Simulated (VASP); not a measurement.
# KI (P6_3/mmc) in VASP: single point with PBE

Aim: the single point of KI with PBE.

Everything below comes from runs of VASP 6.6.1. Logs are shortened: lines on timing, memory, paths and dates and some standing lists are left out, and cuts for length are marked.

## Step 1: The cell of the first run

The structure is hexagonal, space group P6_3/mmc (No. 194). Conventional cell: a = 4.900 Å, b = 4.900 Å, c = 8.590 Å, α = 90.00°, β = 90.00°, γ = 120.00°. K (site symmetry -3m) has 6 I at 3.55 Å and 2 K at 4.29 Å within 4.7 Å. Within 4.7 Å of I (site symmetry -6m2) lie 6 K at 3.55 Å.

## Step 2: Single point, PBE

Contents of INCAR:

```
  PREC = Accurate
  ENCUT = 520
  EDIFF = 1E-6
  ISMEAR = 0
  SIGMA = 0.01
  LREAL = F
  LASPH = T
  NELM = 100
  ALGO = Normal
  ISIF = 2
  LWAVE = F
  LCHARG = F
  GGA = PE
  NBANDS = 24
```

Contents of KPOINTS:

```
Automatic mesh
0
Gamma
  6 6 2
```

Contents of POSCAR:

```
KI
1.0
    4.9000107912      0.0000000000      0.0000000000
   -2.4500053956      4.2435338240      0.0000000000
    0.0000000000      0.0000000000      8.5899941413
K I
2 2
Direct
    0.0000000000      0.0000000000      0.0000000000
    0.0000000000      0.0000000000      0.5000000000
    0.3333333333      0.6666666667      0.2500000000
    0.6666666667      0.3333333333      0.7500000000
```

Potentials or basis: VASP PAW PBE potentials, release 64 (K_sv, I).

Run with:

```bash
> cat potpaw_PBE.64/K_sv/POTCAR potpaw_PBE.64/I/POTCAR > POTCAR
> mpirun -np 1 vasp_std > vasp.out
```

OUTCAR:

```text
PREC = Accurate
   ENCUT = 520
   EDIFF = 1E-6
   ISMEAR = 0
   LREAL = F
   LASPH = T
   NELM = 100
   ISIF = 2
   GGA = PE

 ion  position               nearest neighbor table
   1  0.000  0.000  0.000-   3 3.55   4 3.55   4 3.55   3 3.55   4 3.55   3 3.55
   2  0.000  0.000  0.500-   3 3.55   4 3.55   4 3.55   3 3.55   4 3.55   3 3.55
   3  0.333  0.667  0.250-   1 3.55   2 3.55   1 3.55   2 3.55   1 3.55   2 3.55
   4  0.667  0.333  0.750-   1 3.55   2 3.55   1 3.55   2 3.55   1 3.55   2 3.55

  LATTYP: Found a hexagonal cell.
 ALAT       =     4.9000107912
 C/A-ratio  =     1.7530561681

  Lattice vectors:

 A1 = (   4.9000107912,   0.0000000000,   0.0000000000)
 A2 = (  -2.4500053956,   4.2435338240,   0.0000000000)
 A3 = (   0.0000000000,   0.0000000000,   8.5899941413)

Analysis of symmetry for initial positions (statically):
=====================================================================
 Subroutine PRICEL returns:
 Original cell was already a primitive cell.

 Routine SETGRP: Setting up the symmetry group for a
 hexagonal supercell.

 Subroutine GETGRP returns: Found 24 space group operations
 (whereof 12 operations were pure point group operations)
 out of a pool of 24 trial point group operations.

The static configuration has the point symmetry D_3d.
 The point group associated with its full space group is D_6h.

Analysis of symmetry for dynamics (positions and initial velocities):
=====================================================================
 Subroutine PRICEL returns:
 Original cell was already a primitive cell.

 Routine SETGRP: Setting up the symmetry group for a
 hexagonal supercell.

 Subroutine GETGRP returns: Found 24 space group operations
 (whereof 12 operations were pure point group operations)
 out of a pool of 24 trial point group operations.

The dynamic configuration has the point symmetry D_3d.
 The point group associated with its full space group is D_6h.

 Subroutine INISYM returns: Found 24 space group operations
 (whereof 12 operations are pure point group operations),
 and found     1 'primitive' translations

----------------------------------------------------------------------------------------

                                     Primitive cell

  volume of cell :     178.6149

  direct lattice vectors                    reciprocal lattice vectors
     4.900010791  0.000000000  0.000000000     0.204081183  0.117826326  0.000000000
    -2.450005396  4.243533824  0.000000000     0.000000000  0.235652652  0.000000000
     0.000000000  0.000000000  8.589994141     0.000000000  0.000000000  0.116414515

  length of vectors
     4.900010791  4.900010791  8.589994141     0.235652652  0.235652652  0.116414515

  position of ions in fractional coordinates (direct lattice)
     0.000000000  0.000000000  0.000000000
     0.000000000  0.000000000  0.500000000
     0.333333333  0.666666667  0.250000000
     0.666666667  0.333333333  0.750000000

  ion indices of the primitive-cell ions
   primitive index   ion index
                 1           1
                 2           2
                 3           3
                 4           4

----------------------------------------------------------------------------------------

 KPOINTS: Automatic mesh

Automatic generation of k-mesh.
 Grid dimensions read from file:
 generate k-points for:    6    6    2

 Generating k-lattice:

  Cartesian coordinates                     Fractional coordinates (reciprocal lattice)
     0.034013531  0.019637721  0.000000000     0.166666667 -0.000000000  0.000000000
     0.000000000  0.039275442  0.000000000     0.000000000  0.166666667  0.000000000
     0.000000000  0.000000000  0.058207257     0.000000000  0.000000000  0.500000000

  Length of vectors
     0.039275442  0.039275442  0.058207257

  Shift w.r.t. Gamma in fractional coordinates (k-lattice)
     0.000000000  0.000000000  0.000000000

 Subroutine IBZKPT returns following result:
 ===========================================

 Found     14 irreducible k-points:

 Following reciprocal coordinates:
            Coordinates               Weight
  0.000000  0.000000  0.000000      1.000000
  0.166667 -0.000000  0.000000      6.000000
  0.333333  0.000000  0.000000      6.000000
  0.500000 -0.000000  0.000000      3.000000
  0.166667  0.166667  0.000000      6.000000
  0.333333  0.166667  0.000000     12.000000
  0.333333  0.333333  0.000000      2.000000
  0.000000  0.000000  0.500000      1.000000
  0.166667 -0.000000  0.500000      6.000000
  0.333333  0.000000  0.500000      6.000000
  0.500000 -0.000000  0.500000      3.000000
  0.166667  0.166667  0.500000      6.000000
  0.333333  0.166667  0.500000     12.000000
  0.333333  0.333333  0.500000      2.000000
   k-points           NKPTS =     14   k-points in BZ     NKDIM =     14   number of bands    NBANDS=     24
   number of dos      NEDOS =    301   number of ions     NIONS =      4
   total plane-waves  NPLWV =  82944
   dimension x,y,z NGX =    36 NGY =   36 NGZ =   64
   dimension x,y,z NGXF=    72 NGYF=   72 NGZF=  128
   ions per type =               2   2
   NGX,Y,Z   is equivalent  to a cutoff of  12.21, 12.21, 12.39 a.u.
   NGXF,Y,Z  is equivalent  to a cutoff of  24.43, 24.43, 24.77 a.u.
 SYSTEM =  unknown system
   PREC   = accura    normal or accurate (medium, high low for compatibility)
   ISTART =      0    job   : 0-new  1-cont  2-samecut
   ICHARG =      2    charge: 1-file 2-atom 10-const
   ISPIN  =      1    spin polarized calculation?
   LNONCOLLINEAR =      F non collinear calculations
   LSORBIT =      F    spin-orbit coupling
   LASPH  =      T    aspherical Exc in radial PAW
   ENCUT  =  520.0 eV  38.22 Ry    6.18 a.u.   9.11  9.11 15.97*2*pi/ulx,y,z
   NELM   =    100;   NELMIN=  2; NELMDL= -5     # of ELM steps
   EDIFF  = 0.1E-05   stopping-criterion for ELM
   LREAL  =      F    real-space projection
   EDIFFG = 0.1E-04   stopping-criterion for IOM
   NSW    =      0    number of steps for IOM
   IBRION =     -1    ionic relax: 0-MD 1-quasi-New 2-CG
   NFREE  =      0    steps in history (QN), initial steepest desc. (CG)
   ISIF   =      2    stress and relaxation
   ISYM   =      2    0-nonsym 1-usesym 2-fastsym
   POTIM  = 0.5000    time-step for ionic-motion
   TEBEG  =    0.0;   TEEND  =   0.0 temperature during run
   PSTRESS=    0.0 pullay stress
   NELECT =      32.0000    total number of electrons
   NUPDOWN=      -1.0000    fix difference up-down
   EMIN   =  10.00;   EMAX   =-10.00  energy-range for DOS
   EFERMI =   0.00;   METHOD = LEGACY
   ISMEAR =     0;   SIGMA  =   0.01  broadening in eV -4-tet -1-fermi 0-gaus
   EFERMI_NEDOS =   21; number of points for ismear=-14 and -15
   IALGO  =     38    algorithm
   IMIX   =      4    mixing-type and parameters
     AMIX     =   0.40;   BMIX     =  1.00
     AMIX_MAG =   1.60;   BMIX_MAG =  1.00
  volume/ion in A,a.u.               =      44.65       301.34
  Fermi-wavevector in a.u.,A,eV,Ry     =   0.922895  1.744019 11.588561  0.851735
  Thomas-Fermi vector in A             =   2.048472
   LORBIT       =      0    0 simple, 1 ext, 2 COOP (PROOUT), +10 PAW based schemes
   GGA     = PE    functional components
   LHFCALC =     F    Hartree Fock is set to
   AEXX    =    0.0000 exact exchange contribution
   IVDW    =     0    specifies the selected vdW correction
   LEPSILON=     F    determine dielectric tensor
   LRPA    =     F    only Hartree local field effects (RPA)
 non-spin polarized calculation
 Gauss-broadening in eV      SIGMA  =   0.01
  energy-cutoff  :      520.00
  volume of cell :      178.61
 maximum number of plane-waves:      4839
   NGX = 19   NGY = 19   NGZ = 31

 number of electron      31.9999998 magnetization

 Free energy of the ion-electron system (eV)
  ---------------------------------------------------
  ext. energy  EPLUGINS =         0.00000000
  ---------------------------------------------------
  free energy    TOTEN  =       -11.04379116 eV

  energy without entropy =      -11.04379116  energy(sigma->0) =      -11.04379116

 E-fermi :  -0.3254     XC(G=0):  -7.1234

 val. band max:       -0.4041529538   @ k =   0.0000   0.0000   0.0000
 cond. band min:       3.4504885014   @ k =   0.0000   0.0000   0.0000
 fundamental gap:      3.8546414552
 Fermi energy:        -0.3254113631

 k-point     1 :       0.0000    0.0000    0.0000
  band No.  band energies     occupation
      1     -29.0597      2.00000
      2     -29.0549      2.00000
      3     -12.7152      2.00000
      4     -12.5469      2.00000
      5     -12.5469      2.00000
      6     -12.5343      2.00000
[... 16 lines left out ...]
     23       6.4847      0.00000
     24       7.2614      0.00000

 k-point     2 :       0.1667   -0.0000    0.0000
  band No.  band energies     occupation
      1     -29.0592      2.00000
      2     -29.0545      2.00000
      3     -12.6936      2.00000
      4     -12.5783      2.00000
      5     -12.5498      2.00000
      6     -12.5451      2.00000
[... 16 lines left out ...]
     23       6.6878      0.00000
     24       6.9291      0.00000

 k-point     3 :       0.3333    0.0000    0.0000
  band No.  band energies     occupation
      1     -29.0584      2.00000
      2     -29.0537      2.00000
      3     -12.6631      2.00000
      4     -12.6212      2.00000
      5     -12.5663      2.00000
      6     -12.5556      2.00000
[... 16 lines left out ...]
     23       7.1898      0.00000
     24       7.6699      0.00000
[... 244 lines left out ...]
 k-point    13 :       0.3333    0.1667    0.5000
  band No.  band energies     occupation
      1     -29.0556      2.00000
      2     -29.0556      2.00000
      3     -12.6178      2.00000
      4     -12.6178      2.00000
      5     -12.5665      2.00000
      6     -12.5665      2.00000
[... 16 lines left out ...]
     23       7.4641      0.00000
     24       7.4641      0.00000

 k-point    14 :       0.3333    0.3333    0.5000
  band No.  band energies     occupation
      1     -29.0554      2.00000
      2     -29.0554      2.00000
      3     -12.6115      2.00000
      4     -12.6115      2.00000
      5     -12.5723      2.00000
      6     -12.5723      2.00000
[... 16 lines left out ...]
     23       7.0662      0.00000
     24       7.0662      0.00000

------------------------ aborting loop because EDIFF is reached ----------------------------------------

  FORCE on cell =-STRESS in cart. coord.  units (eV):
  Direction    XX          YY          ZZ          XY          YZ          ZX
  --------------------------------------------------------------------------------------
  -------------------------------------------------------------------------------------
  Total        0.5241325      0.5241325      0.5302745      0.0000000      0.0000000      0.0000000
  in kB        4.7014746      4.7014746      4.7565688      0.0000000      0.0000000      0.0000000
  external PRESSURE =       4.7198393 kB  Pullay stress =       0.0000000 kB

 VOLUME and BASIS-vectors are now :
 -----------------------------------------------------------------------------
  energy-cutoff  :      520.00
  volume of cell :      178.61
      direct lattice vectors                 reciprocal lattice vectors
     4.900010791  0.000000000  0.000000000     0.204081183  0.117826326  0.000000000
    -2.450005396  4.243533824  0.000000000     0.000000000  0.235652652  0.000000000
     0.000000000  0.000000000  8.589994141     0.000000000  0.000000000  0.116414515

 POSITION                                       TOTAL-FORCE (eV/Angst)
 -----------------------------------------------------------------------------------
      0.00000      0.00000      0.00000        -0.000000      0.000000      0.000000
      0.00000      0.00000      4.29500        -0.000000      0.000000      0.000000
     -0.00000      2.82902      2.14750         0.000000      0.000000     -0.000000
      2.45001      1.41451      6.44250         0.000000     -0.000000     -0.000000
 -----------------------------------------------------------------------------------
    total drift:                               -0.000000      0.000000     -0.000000

  FREE ENERGIE OF THE ION-ELECTRON SYSTEM (eV)
  ---------------------------------------------------
  free  energy   TOTEN  =       -11.0437911628 eV

  energy  without entropy=      -11.0437911628  energy(sigma->0) =      -11.04379116
```

Run time: 76 s. Hardware: 1 thread of AMD EPYC 7R13 (Zen 3), shared host; peak memory 0.25 GiB.

Results:

```
Free energy            : -11.0438 eV
Pressure               : 0.5 GPa
Band gap on the k mesh : 3.85 eV, direct
```

Levels at points of the mesh, in eV from the valence-band top:
| k point | band 14 | band 15 | band 16 | band 17 | band 18 | band 19 |
| --- | --- | --- | --- | --- | --- | --- |
| (0.00, 0.00, 0.00) | -0.19 | 0.00 | 0.00 | 3.85 | 5.53 | 5.69 |
| (0.50, 0.00, 0.00) | -0.59 | -0.36 | -0.34 | 5.08 | 5.76 | 5.81 |
| (0.00, 0.00, 0.50) | -0.14 | -0.14 | -0.14 | 4.95 | 4.95 | 6.32 |
| (0.50, 0.00, 0.50) | -0.52 | -0.35 | -0.35 | 5.60 | 5.60 | 5.67 |

Caveat: spin-orbit coupling is left out, which moves the levels of the heavy elements.
